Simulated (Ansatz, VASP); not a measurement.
BaRe in VASP and in Ansatz

```
CELL_PARAMETERS angstrom
3.77031 0.00000 0.00000
0.00000 3.77031 0.00000
0.00000 0.00000 3.77031
ATOMIC_POSITIONS crystal
Ba 0.00000 0.00000 0.00000
Re 0.50000 0.50000 0.50000
```

Alike in both runs: task single point; functional PBEsol; k mesh 8 × 8 × 8; occupations gaussian, width 0.05 eV; no spin polarisation.

|  | VASP | Ansatz |
| --- | --- | --- |
| version | VASP 6.6.1 | Ansatz 0.2.0 |
| potentials or method | VASP PAW PBE potentials, release 64 (Ba_sv, Re_sv_GW), cutoff 500 eV | scalar-relativistic, plane waves, PAW |
| valence electrons in the cell | 25 | 25 |

```csv
,VASP,Ansatz,Ansatz less VASP
gap on the k mesh at the Fermi level (eV),none,none,-
pressure (GPa),-4.6,-5.5,-0.87
```

VASP's potentials were made for PBE, not for PBEsol. A gap of «none» marks a metal or a gap that the smearing closes.

Spin-orbit coupling is off throughout.
